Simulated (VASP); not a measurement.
Wanted: the native input for a VASP 6.6.1 run.

* Task: single point
* Functional: PBEsol
* Potentials or basis: VASP PAW PBE potentials, release 64 (Zn, Ca_sv, Re)
* Cutoff: 520 eV
* k mesh: 5 × 5 × 3
* Occupations: fermi-dirac, width 0.15 eV
* Spin: no spin polarisation
* Dipole correction: no
* Further INCAR settings: ALGO = Normal; EDIFF = 1e-07; NBANDS = 32

The structure of CaZn2Re2 lies in POSCAR:

```
CaZn2Re2
1.0
    3.9910650000      0.0000000000      0.0000000000
   -1.9955330000      3.4563650000      0.0000000000
    0.0000000000      0.0000000000      6.7077940000
Zn Ca Re
2 1 2
Direct
    0.3333000000      0.6667000000      0.6307000000
    0.6667000000      0.3333000000      0.3693000000
    0.0000000000      0.0000000000      0.0000000000
    0.3333000000      0.6667000000      0.2571000000
    0.6667000000      0.3333000000      0.7429000000
```

One way to write it, as run:

INCAR

```
SYSTEM = CaZn2Re2
PREC     = Accurate       ! precision mode
ENCUT    = 520            ! plane-wave cutoff, eV
EDIFF    = 1E-7           ! SCF threshold, eV
ISMEAR   = -1             ! smearing method
SIGMA    = 0.15           ! smearing width, eV
LREAL    = .False.        ! projectors in reciprocal space
LASPH    = .True.         ! aspherical terms in the spheres
NELM     = 60             ! most SCF steps
ALGO     = Normal         ! electronic algorithm
ISIF     = 2              ! what is computed and relaxed
LWAVE    = .False.        ! write WAVECAR
LCHARG   = .True.         ! write CHGCAR
GGA      = PS             ! functional
LELF     = .True.         ! ELF
LVHAR    = .True.       
NBANDS   = 32             ! bands
```

KPOINTS

```
regular mesh
0
Gamma
  5 5 3
  0 0 0
```

Potentials or basis: VASP PAW PBE potentials, release 64 (Zn, Ca_sv, Re).

Run with:

```console
$ cat potpaw_PBE.64/Zn/POTCAR potpaw_PBE.64/Ca_sv/POTCAR potpaw_PBE.64/Re/POTCAR > POTCAR
$ mpirun -np 1 vasp_std > vasp.out
```

Results of the run:

```json
{
 "Pressure": "8.0 GPa",
 "Largest force": "0.842 eV/Å",
 "Band gap on the k mesh": "zero (bands 24 and 25 overlap by 0.02 eV)"
}
```

Caveat: the k points lie up to 0.36 Å⁻¹ apart; the PAW data sets were made with another functional, which shifts forces and pressure a little; spin-orbit coupling is left out, which moves the levels of the heavy elements.

It took 2.5 min on 1 thread of Oxide Virtual Turin-like Processor, with other jobs on the host, peak memory 0.21 GiB.
